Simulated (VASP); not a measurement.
Input of a VASP 6.6.1 run:

Contents of INCAR:

```
ALGO = Fast
EDIFF = 1E-7
ENCUT = 520
GGA = PS
ISIF = 2
ISMEAR = 0
LASPH = True
LCHARG = False
LREAL = False
LWAVE = False
NBANDS = 38
NELM = 60
PREC = Accurate
SIGMA = 0.15
```

Contents of KPOINTS:

```
k-points
0
Gamma
  18 18 6
```

File POSCAR:

```
Rh
1.0
    2.5775054375      0.0000000000      0.0000000000
   -1.2887527188      2.5718730977      0.0000000000
    0.0000000000      0.0000000000      8.0877844121
Rh
4
Direct
    0.0000000000      0.0000000000      0.0000000000
    0.3333333333      0.6666666667      0.2500000000
    0.0000000000      0.0000000000      0.5000000000
    0.6666666667      0.3333333333      0.7500000000
```

Potentials or basis: VASP PAW PBE potentials, release 64 (Rh_pv).

Launch:

```console
$ cat potpaw_PBE.64/Rh_pv/POTCAR > POTCAR
$ mpirun -np 1 vasp_std > vasp.out
```

(1) Estimate the pressure.

(2) What does it give for the largest force?

(3) What does it give for the band gap on the k mesh?

Results:

(1) 11.2 GPa.

(2) 0.522 eV/Å.

(3) zero (bands 30 and 31 overlap by 2.19 eV).

Caveat: the cell differs from its parent crystal (strain +e along x and -e along y -0.0733, strain +e along z and -e/2 along x and y -0.0733); the stress differs along the axes, from -16 to 29 GPa; the PAW data sets were made with another functional, which shifts forces and pressure a little.
